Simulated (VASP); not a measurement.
Write the native input for VASP 6.6.1 that does the following.

```
Task                    : density of states
Functional              : revPBE
Dispersion              : D3(BJ)
Potentials or basis     : VASP PAW PBE potentials, release 64 (K_sv, F)
Cutoff                  : 520 eV
k mesh                  : 8 × 8 × 8
Occupations             : gaussian, width 0.1 eV
Spin                    : collinear spin, ferromagnetic start
Starting moments        : [0.5, 0.0] μB
Dipole correction       : no
k mesh for the DOS      : 12 × 12 × 12
Occupations for the DOS : tetrahedron
Further INCAR settings  : ALGO = Normal; EDIFF = 1e-06
```

KF:

```
K F
1.0
     3.25895    0.00000    0.00000
     0.00000    3.25895    0.00000
     0.00000    0.00000    3.25895
K F
1 1
Direct
  0.00000 0.00000 0.00000
  0.50000 0.50000 0.50000
```

These files were run (other wordings do the same):

POSCAR

```
KF
1.0
    3.2589550000      0.0000000000      0.0000000000
    0.0000000000      3.2589550000      0.0000000000
    0.0000000000      0.0000000000      3.2589550000
K F
1 1
Direct
    0.0000000000      0.0000000000      0.0000000000
    0.5000000000      0.5000000000      0.5000000000
```

INCAR.step1

```
ALGO = Normal ; EDIFF = 1E-6
ENCUT = 520 ; GGA = RE
ISIF = 2 ; ISMEAR = 0
ISPIN = 2 ; IVDW = 12
LASPH = T ; LCHARG = T
LREAL = F ; LWAVE = F
MAGMOM = 0.5 0 ; NBANDS = 19
NELM = 150 ; PREC = Accurate
SIGMA = 0.1
```

KPOINTS.step1

```
k-points
0
Gamma
  8 8 8
```

INCAR.step2

```
ALGO = Normal ; EDIFF = 1E-6
ENCUT = 520 ; GGA = RE
ICHARG = 11 ; ISIF = 2
ISMEAR = -5 ; ISPIN = 2
IVDW = 12 ; LASPH = T
LCHARG = F ; LORBIT = 10
LREAL = F ; LWAVE = F
MAGMOM = 0.5 0 ; NEDOS = 1001
NELM = 150 ; PREC = Accurate
SIGMA = 0.1
```

KPOINTS.step2

```
k-points
0
Gamma
  12 12 12
```

Potentials or basis: VASP PAW PBE potentials, release 64 (K_sv, F).

Launch:

```bash
$ cat potpaw_PBE.64/K_sv/POTCAR potpaw_PBE.64/F/POTCAR > POTCAR
$ cp INCAR.step1 INCAR
$ cp KPOINTS.step1 KPOINTS
$ mpirun -np 1 vasp_std > vasp.out
$ cp INCAR.step2 INCAR
$ cp KPOINTS.step2 KPOINTS
$ mpirun -np 1 vasp_std > vasp.out
```

Results of the run:

- Net moment: 0.00 μB per cell
- Valence electrons inside the program's atomic spheres: K 7.61; F 6.09
- Dispersion energy per atom: -0.324 eV

Run time: 52 s on 1 thread of AMD EPYC 7R13 Processor (Zen 3) (shared host), peak memory 0.16 GiB.
